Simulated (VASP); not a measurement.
Set up this calculation in VASP 6.6.1, as the native input.

| Property | Result |
| --- | --- |
| Task | single point |
| Functional | PBEsol |
| Potentials or basis | VASP PAW PBE potentials, release 64 (Ta_pv, N) |
| Cutoff | 520 eV |
| k mesh | 15 × 15 × 10 |
| Occupations | gaussian, width 0.1 eV |
| Spin | no spin polarisation |
| Dipole correction | no |
| Further INCAR settings | ALGO = Normal; EDIFF = 1e-06; NBANDS = 20 |

The structure of Ta2N lies in POSCAR:

```
Ta2N
1.0
    3.1681459263      0.0000000000      0.0000000000
   -1.5840729632      2.7436948551      0.0000000000
    0.0000000000      0.0000000000      5.0293769912
Ta N
2 1
Direct
    0.6666666700      0.3333333300      0.7704385864
    0.3333333300      0.6666666700      0.2295614136
    0.0000000000      0.0000000000      0.0000000000
```

This cell differs from its parent crystal: strained and its atoms moved.

These files were run (other wordings do the same):

INCAR

```
PREC = Accurate
ENCUT = 520
EDIFF = 1E-6
ISMEAR = 0
SIGMA = 0.1
LREAL = False
LASPH = True
NELM = 100
ALGO = Normal
ISIF = 2
LWAVE = False
LCHARG = False
GGA = PS
NBANDS = 20
```

KPOINTS

```
Automatic mesh
0
Gamma
  15 15 10
```

Potentials or basis: VASP PAW PBE potentials, release 64 (Ta_pv, N).

Command:

```console
$ cat potpaw_PBE.64/Ta_pv/POTCAR potpaw_PBE.64/N/POTCAR > POTCAR
$ mpirun -np 1 vasp_std > vasp.out
```

Results of the run:

```json
{"Pressure": "-15.3 GPa", "Largest force": "1.681 eV/Å"}
```

Caveat: the cell differs from its parent crystal (strained and its atoms moved); the PAW data sets were made with another functional, which shifts forces and pressure a little.

Wall time 78 s on 1 thread of Intel(R) Xeon(R) 6975P-C (Granite Rapids), with other jobs on the host, peak memory 0.3 GiB.
